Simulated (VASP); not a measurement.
# GaP: relaxation of cell and atoms with r2SCAN

GaP:

```
Ga P
1.0
     3.61825    0.00000    0.00000
    -1.80913    3.13350    0.00000
     0.00000    0.00000    6.11002
Ga P
2 2
Cartesian
  0.0000 0.0000 0.0000
  0.0000 0.0000 3.0550
  0.0000 2.0890 1.5275
  1.8091 1.0445 4.5825
```

```
Program                : VASP 6.6.1
Task                   : relaxation of cell and atoms
Functional             : r2SCAN
Potentials or basis    : VASP PAW PBE potentials, release 64 (Ga_d, P)
Cutoff                 : 600 eV
k mesh                 : 12 × 12 × 4
Occupations            : fermi-dirac, width 0.02 eV
Spin                   : no spin polarisation
Dipole correction      : no
Further INCAR settings : ALGO = Normal; EDIFF = 1e-07; IBRION = 2; EDIFFG = -0.005; NSW = 80; ISIF = 3
```

The relaxed volume is 16.86 Å³/atom, the relaxed cell is a = 3.594 Å, b = 3.594 Å, c = 6.030 Å, α = 90.00°, β = 90.00°, γ = 120.00° and the space group after relaxing (to 0.1 Å) is P6_3/mmc (No. 194). The energy gained by relaxing is 4.2 meV/atom and the ionic steps are 5. The pressure after relaxing is 0.0 GPa and the band gap on the k mesh is zero (bands 18 and 19 overlap by 3.85 eV).

The path:
| step | energy change (eV) | largest force (eV/Å) | pressure (GPa) | volume (Å³) |
| --- | --- | --- | --- | --- |
| 1 | 0.0000 | 0.0000 | -2.51 | 69.27 |
| 2 | -0.0134 | 0.0000 | 1.31 | 66.59 |
| 3 | -0.0166 | 0.0000 | 0.10 | 67.37 |
| 4 | -0.0166 | 0.0000 | 0.03 | 67.42 |
| 5 | -0.0167 | 0.0000 | 0.00 | 67.45 |

Final structure:
```cif
data_structure
_symmetry_space_group_name_H-M 'P 1'
_symmetry_Int_Tables_number 1
_cell_length_a 3.5938
_cell_length_b 3.5938
_cell_length_c 6.0301
_cell_angle_alpha 90.000
_cell_angle_beta 90.000
_cell_angle_gamma 120.000
_cell_volume 67.45
loop_
_atom_site_label
_atom_site_type_symbol
_atom_site_fract_x
_atom_site_fract_y
_atom_site_fract_z
_atom_site_occupancy
Ga1 Ga 0.00000 0.00000 0.00000 1
Ga2 Ga 0.00000 0.00000 0.50000 1
P1 P 0.33333 0.66667 0.25000 1
P2 P 0.66667 0.33333 0.75000 1
```

Levels at points of the mesh, in eV from the Fermi level:
```tsv
k point	band 15	band 16	band 17	band 18	band 19	band 20	band 21	band 22
(0.00, 0.00, 0.00)	-0.25	-0.18	0.32	0.32	1.61	3.60	5.45	5.45
(0.50, 0.00, 0.00)	-4.52	-4.51	-2.75	0.16	1.61	1.98	3.32	3.48
(0.00, 0.00, 0.50)	0.11	0.11	0.11	0.11	3.45	3.45	4.95	4.95
(0.50, 0.00, 0.50)	-1.88	-1.88	-1.73	-1.73	0.18	0.18	3.82	3.82
```

Wall time 14 min on 1 thread of Intel(R) Xeon(R) 6975P-C (Granite Rapids), with other jobs on the host, peak memory 0.28 GiB.

Caveat: the PAW data sets were made with another functional, which shifts forces and pressure a little.
